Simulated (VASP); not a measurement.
# Ge (Fd-3m) in VASP: single point with PBE

Aim: the single point of Ge with PBE.

All numbers are computed with VASP 6.6.1; they aren't measurements. Logs are shortened: lines on timing, memory, paths and dates and some standing lists are left out, and cuts for length are marked.

## (1) The cell of the first run

Symmetry: Fd-3m, No. 227, cubic system. Conventional cell: a = 5.762 Å, b = 5.762 Å, c = 5.762 Å, α = 90.00°, β = 90.00°, γ = 90.00°. Ge (site symmetry -43m) has 4 Ge at 2.49 Å within 3.3 Å.

## (2) Single point, PBE

POSCAR reads:

```
Ge
1.0
    4.0740339221      0.0000000000      0.0000000000
    0.0000000000      5.7615540508      0.0000000000
    0.0000000000      0.0000000000      4.0740339221
Ge
4
Direct
    0.0000000000      0.0000000000      0.0000000000
    0.5000000000      0.2500000000      0.0000000000
    0.5000000000      0.5000000000      0.5000000000
    0.0000000000      0.7500000000      0.5000000000
```

INCAR.step1 reads:

```
SYSTEM = Ge
  ALGO = Normal
  EDIFF = 1E-6
  ENCUT = 410
  GGA = PE
  GGA_COMPAT = .FALSE.
  ISIF = 2
  ISMEAR = 0
  LASPH = .TRUE.
  LCHARG = .TRUE.
  LORBIT = 11
  LREAL = .FALSE.
  LWAVE = .FALSE.
  NBANDS = 36
  NEDOS = 2001
  NELM = 120
  PREC = Accurate
  SIGMA = 0.1
```

KPOINTS.step1 reads:

```
k-points
0
G
  10 8 10
  0 0 0
```

INCAR.step2 reads:

```
SYSTEM = Ge
  ALGO = Normal
  EDIFF = 1E-6
  ENCUT = 410
  GGA = PE
  GGA_COMPAT = .FALSE.
  ICHARG = 11
  ISIF = 2
  ISMEAR = -5
  LASPH = .TRUE.
  LCHARG = .FALSE.
  LORBIT = 11
  LREAL = .FALSE.
  LWAVE = .FALSE.
  NBANDS = 36
  NEDOS = 2001
  NELM = 120
  PREC = Accurate
  SIGMA = 0.1
```

KPOINTS.step2 reads:

```
k-points
0
G
  15 12 15
  0 0 0
```

Potentials or basis: VASP PAW PBE potentials, release 64 (Ge_d).

Started as:

```bash
$ cat potpaw_PBE.64/Ge_d/POTCAR > POTCAR
$ cp INCAR.step1 INCAR
$ cp KPOINTS.step1 KPOINTS
$ mpirun -np 1 vasp_std > vasp.out
$ cp INCAR.step2 INCAR
$ cp KPOINTS.step2 KPOINTS
$ mpirun -np 1 vasp_std > vasp.out
```

OUTCAR:

```text
SYSTEM = Ge
   EDIFF = 1E-6
   ENCUT = 410
   GGA = PE
   ICHARG = 11
   ISIF = 2
   ISMEAR = -5
   LASPH = .TRUE.
   LORBIT = 11
   LREAL = .FALSE.
   NELM = 120
   PREC = Accurate

 ion  position               nearest neighbor table
   1  0.000  0.000  0.000-   2 2.49   4 2.49   4 2.49   2 2.49
   2  0.500  0.250  0.000-   1 2.49   3 2.49   3 2.49   1 2.49
   3  0.500  0.500  0.500-   2 2.49   4 2.49   2 2.49   4 2.49
   4  0.000  0.750  0.500-   1 2.49   3 2.49   1 2.49   3 2.49

  LATTYP: Found a simple tetragonal cell.
 ALAT       =     4.0740339221
 C/A-ratio  =     1.4142135684

  Lattice vectors:

 A1 = (  -4.0740339221,   0.0000000000,   0.0000000000)
 A2 = (   0.0000000000,   0.0000000000,   4.0740339221)
 A3 = (   0.0000000000,   5.7615540508,   0.0000000000)

Analysis of symmetry for initial positions (statically):
=====================================================================
 Subroutine PRICEL returns following result:

  LATTYP: Found a face centered cubic cell.
 ALAT       =     5.7615540385

  Lattice vectors:

 A1 = (  -2.0370169610,   2.8807770254,   2.0370169610)
 A2 = (   0.0000000000,   0.0000000000,   4.0740339221)
 A3 = (   2.0370169610,   2.8807770254,   2.0370169610)

   2 primitive cells build up your supercell.

 Routine SETGRP: Setting up the symmetry group for a
 simple tetragonal supercell.

 Subroutine GETGRP returns: Found 16 space group operations
 (whereof  8 operations were pure point group operations)
 out of a pool of 16 trial point group operations.

The static configuration has the point symmetry D_2d.
 The point group associated with its full space group is D_4h.

Analysis of symmetry for dynamics (positions and initial velocities):
=====================================================================
 Subroutine PRICEL returns following result:

  LATTYP: Found a face centered cubic cell.
 ALAT       =     5.7615540385

  Lattice vectors:

 A1 = (  -2.0370169610,   2.8807770254,   2.0370169610)
 A2 = (   0.0000000000,   0.0000000000,   4.0740339221)
 A3 = (   2.0370169610,   2.8807770254,   2.0370169610)

   2 primitive cells build up your supercell.

 Routine SETGRP: Setting up the symmetry group for a
 simple tetragonal supercell.

 Subroutine GETGRP returns: Found 16 space group operations
 (whereof  8 operations were pure point group operations)
 out of a pool of 16 trial point group operations.

The dynamic configuration has the point symmetry D_2d.
 The point group associated with its full space group is D_4h.

 Subroutine INISYM returns: Found 16 space group operations
 (whereof  8 operations are pure point group operations),
 and found     2 'primitive' translations

----------------------------------------------------------------------------------------

                                     Primitive cell

  volume of cell :      47.8144

  direct lattice vectors                    reciprocal lattice vectors
    -2.037016961  2.880777025  2.037016961    -0.245456965  0.173564283  0.000000000
     0.000000000  0.000000000  4.074033922    -0.000000000 -0.173564283  0.245456965
     2.037016961  2.880777025  2.037016961     0.245456965  0.173564283  0.000000000

  length of vectors
     4.074033931  4.074033922  4.074033931     0.300622158  0.300622158  0.300622158

  position of ions in fractional coordinates (direct lattice)
     0.000000000  0.000000000  0.000000000
     0.750000000  0.750000000  0.750000000

  ion indices of the primitive-cell ions
   primitive index   ion index
                 1           1
                 2           2

----------------------------------------------------------------------------------------

 KPOINTS: k-points

Automatic generation of k-mesh.
 Grid dimensions read from file:
 generate k-points for:   15   12   15

 Generating k-lattice:

  Cartesian coordinates                     Fractional coordinates (reciprocal lattice)
     0.016363798  0.000000000  0.000000000     0.066666667  0.000000000  0.000000000
     0.000000000  0.014463690  0.000000000     0.000000000  0.083333333  0.000000000
     0.000000000  0.000000000  0.016363798     0.000000000  0.000000000  0.066666667

  Length of vectors
     0.016363798  0.014463690  0.016363798

  Shift w.r.t. Gamma in fractional coordinates (k-lattice)
     0.000000000  0.000000000  0.000000000

 TETIRR: Found   4038 inequivalent tetrahedra from    16200

 Subroutine IBZKPT returns following result:
 ===========================================

 Found    252 irreducible k-points:

 Following reciprocal coordinates:
            Coordinates               Weight
  0.000000  0.000000  0.000000      1.000000
  0.066667  0.000000  0.000000      4.000000
  0.133333  0.000000  0.000000      4.000000
  0.200000  0.000000  0.000000      4.000000
  0.266667  0.000000  0.000000      4.000000
  0.333333  0.000000  0.000000      4.000000
[... 16 lines left out ...]
  0.400000  0.166667  0.000000      8.000000
  0.466667  0.166667  0.000000      8.000000
 [... further k-points ...]
   k-points           NKPTS =    252   k-points in BZ     NKDIM =    252   number of bands    NBANDS=     36
   number of dos      NEDOS =   2001   number of ions     NIONS =      4
   total plane-waves  NPLWV =  31360
   dimension x,y,z NGX =    28 NGY =   40 NGZ =   28
   dimension x,y,z NGXF=    56 NGYF=   80 NGZF=   56
   ions per type =               4
   NGX,Y,Z   is equivalent  to a cutoff of  11.43, 11.54, 11.43 a.u.
   NGXF,Y,Z  is equivalent  to a cutoff of  22.85, 23.08, 22.85 a.u.
 SYSTEM =  Ge
   PREC   = accura    normal or accurate (medium, high low for compatibility)
   ISTART =      0    job   : 0-new  1-cont  2-samecut
   ICHARG =     11    charge: 1-file 2-atom 10-const
   ISPIN  =      1    spin polarized calculation?
   LNONCOLLINEAR =      F non collinear calculations
   LSORBIT =      F    spin-orbit coupling
   LASPH  =      T    aspherical Exc in radial PAW
   ENCUT  =  410.0 eV  30.13 Ry    5.49 a.u.   6.73  9.51  6.73*2*pi/ulx,y,z
   NELM   =    120;   NELMIN=  2; NELMDL=  0     # of ELM steps
   EDIFF  = 0.1E-05   stopping-criterion for ELM
   LREAL  =      F    real-space projection
   EDIFFG = 0.1E-04   stopping-criterion for IOM
   NSW    =      0    number of steps for IOM
   IBRION =     -1    ionic relax: 0-MD 1-quasi-New 2-CG
   NFREE  =      0    steps in history (QN), initial steepest desc. (CG)
   ISIF   =      2    stress and relaxation
   ISYM   =      2    0-nonsym 1-usesym 2-fastsym
   POTIM  = 0.5000    time-step for ionic-motion
   TEBEG  =    0.0;   TEEND  =   0.0 temperature during run
   PSTRESS=    0.0 pullay stress
   NELECT =      56.0000    total number of electrons
   NUPDOWN=      -1.0000    fix difference up-down
   EMIN   =  10.00;   EMAX   =-10.00  energy-range for DOS
   EFERMI =   0.00;   METHOD = LEGACY
   ISMEAR =    -5;   SIGMA  =   0.10  broadening in eV -4-tet -1-fermi 0-gaus
   EFERMI_NEDOS =   21; number of points for ismear=-14 and -15
   IALGO  =     38    algorithm
   IMIX   =      4    mixing-type and parameters
     AMIX     =   0.40;   BMIX     =  1.00
     AMIX_MAG =   1.60;   BMIX_MAG =  1.00
  volume/ion in A,a.u.               =      23.91       161.33
  Fermi-wavevector in a.u.,A,eV,Ry     =   1.369645  2.588253 25.523524  1.875926
  Thomas-Fermi vector in A             =   2.495501
   LORBIT       =     11    0 simple, 1 ext, 2 COOP (PROOUT), +10 PAW based schemes
   GGA     = PE    functional components
   LHFCALC =     F    Hartree Fock is set to
   AEXX    =    0.0000 exact exchange contribution
   IVDW    =     0    specifies the selected vdW correction
   LEPSILON=     F    determine dielectric tensor
   LRPA    =     F    only Hartree local field effects (RPA)
 non-spin polarized calculation
 Fermi weights with tetrahedron method with Bloechl corrections
  energy-cutoff  :      410.00
  volume of cell :       95.63
 maximum number of plane-waves:      1838
 NGX is ok and might be reduce to    28

 number of electron      55.9999906 magnetization

 Free energy of the ion-electron system (eV)
  ---------------------------------------------------
  ext. energy  EPLUGINS =         0.00000000
  ---------------------------------------------------
  free energy    TOTEN  =       -18.07589434 eV

  energy without entropy =      -18.07589434  energy(sigma->0) =      -18.07589434

 E-fermi :   4.4710     XC(G=0):  -9.6690

 val. band max:        4.4713395608   @ k =   0.0000   0.0000   0.0000
 cond. band min:       4.4713395618   @ k =   0.0000   0.0000   0.0000
 fundamental gap:      0.0000000010
 Fermi energy:         4.4710450676

 k-point     1 :       0.0000    0.0000    0.0000
  band No.  band energies     occupation
      1     -20.2967      2.00000
      2     -20.2967      2.00000
      3     -20.2667      2.00000
      4     -20.2667      2.00000
      5     -20.2665      2.00000
      6     -20.2344      2.00000
[... 28 lines left out ...]
     35      10.7700      0.00000
     36      13.5780      0.00000

 k-point     2 :       0.0667    0.0000    0.0000
  band No.  band energies     occupation
      1     -20.2988      2.00000
      2     -20.2968      2.00000
      3     -20.2689      2.00000
      4     -20.2673      2.00000
      5     -20.2668      2.00000
      6     -20.2329      2.00000
[... 28 lines left out ...]
     35      10.9625      0.00000
     36      13.3385      0.00000

 k-point     3 :       0.1333    0.0000    0.0000
  band No.  band energies     occupation
      1     -20.3037      2.00000
      2     -20.2968      2.00000
      3     -20.2738      2.00000
      4     -20.2695      2.00000
      5     -20.2661      2.00000
      6     -20.2285      2.00000
[... 28 lines left out ...]
     35      11.4779      0.00000
     36      12.5936      0.00000

 k-point     4 :       0.2000    0.0000    0.0000
  band No.  band energies     occupation
      1     -20.3085      2.00000
      2     -20.2970      2.00000
      3     -20.2794      2.00000
      4     -20.2734      2.00000
      5     -20.2640      2.00000
      6     -20.2230      2.00000
[... 28 lines left out ...]
     35      11.8831      0.00000
     36      12.1377      0.00000

 k-point     5 :       0.2667    0.0000    0.0000
  band No.  band energies     occupation
      1     -20.3112      2.00000
      2     -20.2973      2.00000
      3     -20.2845      2.00000
      4     -20.2787      2.00000
      5     -20.2595      2.00000
      6     -20.2184      2.00000
[... 655 lines left out ...]
 k-point    22 :       0.3333    0.1667    0.0000
  band No.  band energies     occupation
      1     -20.3091      2.00000
      2     -20.2956      2.00000
      3     -20.2876      2.00000
      4     -20.2845      2.00000
      5     -20.2541      2.00000
      6     -20.2242      2.00000
[... 28 lines left out ...]
     35      10.1906      0.00000
     36      10.4345      0.00000

 k-point    23 :       0.4000    0.1667    0.0000
  band No.  band energies     occupation
      1     -20.3066      2.00000
      2     -20.2953      2.00000
      3     -20.2907      2.00000
      4     -20.2900      2.00000
      5     -20.2464      2.00000
      6     -20.2252      2.00000
[... 28 lines left out ...]
     35      10.4049      0.00000
     36      11.3927      0.00000

 k-point    24 :       0.4667    0.1667    0.0000
  band No.  band energies     occupation
      1     -20.3021      2.00000
      2     -20.2962      2.00000
      3     -20.2945      2.00000
      4     -20.2930      2.00000
      5     -20.2374      2.00000
      6     -20.2296      2.00000
[... 28 lines left out ...]
     35      10.7591      0.00000
     36      11.1866      0.00000

 [... further k-points ...]

------------------------ aborting loop because EDIFF is reached ----------------------------------------

  FORCE on cell =-STRESS in cart. coord.  units (eV):
  Direction    XX          YY          ZZ          XY          YZ          ZX
  --------------------------------------------------------------------------------------
  -------------------------------------------------------------------------------------
  Total       -0.3873921     -0.4096095     -0.3873921      0.0000000     -0.0000000      0.0000000
  in kB       -6.4904149     -6.8626476     -6.4904149      0.0000000     -0.0000000      0.0000000
  external PRESSURE =      -6.6144924 kB  Pullay stress =       0.0000000 kB

 VOLUME and BASIS-vectors are now :
 -----------------------------------------------------------------------------
  energy-cutoff  :      410.00
  volume of cell :       95.63
      direct lattice vectors                 reciprocal lattice vectors
     4.074033922  0.000000000  0.000000000     0.245456965  0.000000000  0.000000000
     0.000000000  5.761554051  0.000000000     0.000000000  0.173564283  0.000000000
     0.000000000  0.000000000  4.074033922     0.000000000  0.000000000  0.245456965

 POSITION                                       TOTAL-FORCE (eV/Angst)
 -----------------------------------------------------------------------------------
      0.00000      0.00000      0.00000        -0.000000      0.000000     -0.000000
      2.03702      1.44039      0.00000         0.000000      0.000000      0.000000
      2.03702      2.88078      2.03702        -0.000000      0.000000     -0.000000
      0.00000      4.32117      2.03702         0.000000      0.000000      0.000000
 -----------------------------------------------------------------------------------
    total drift:                                0.000000      0.000000      0.000000

  FREE ENERGIE OF THE ION-ELECTRON SYSTEM (eV)
  ---------------------------------------------------
  free  energy   TOTEN  =       -18.0758943401 eV

  energy  without entropy=      -18.0758943401  energy(sigma->0) =      -18.07589434

 total charge

# of ion       s       p       d       tot
------------------------------------------
    1        1.136   1.209  10.015  12.361
    2        1.136   1.209  10.015  12.361
    3        1.136   1.209  10.015  12.361
    4        1.136   1.209  10.015  12.361
--------------------------------------------------
tot          4.546   4.835  40.062  49.442
```

Run time: 12 min. Hardware: 1 thread of Oxide Virtual Turin-like, shared host; peak memory 0.45 GiB.

Results:

- Valence electrons inside the program's atomic spheres: Ge 12.36

Levels at points of the mesh, in eV from the Fermi level:
```csv
k point,band 25,band 26,band 27,band 28,band 29,band 30,band 31,band 32
"(0.00, 0.00, 0.00)",-2.89,-0.45,0.00,0.00,0.00,0.82,0.82,2.53
"(0.00, 0.50, 0.00)",-1.90,-1.90,-1.90,-1.90,1.07,1.07,2.60,2.60
```
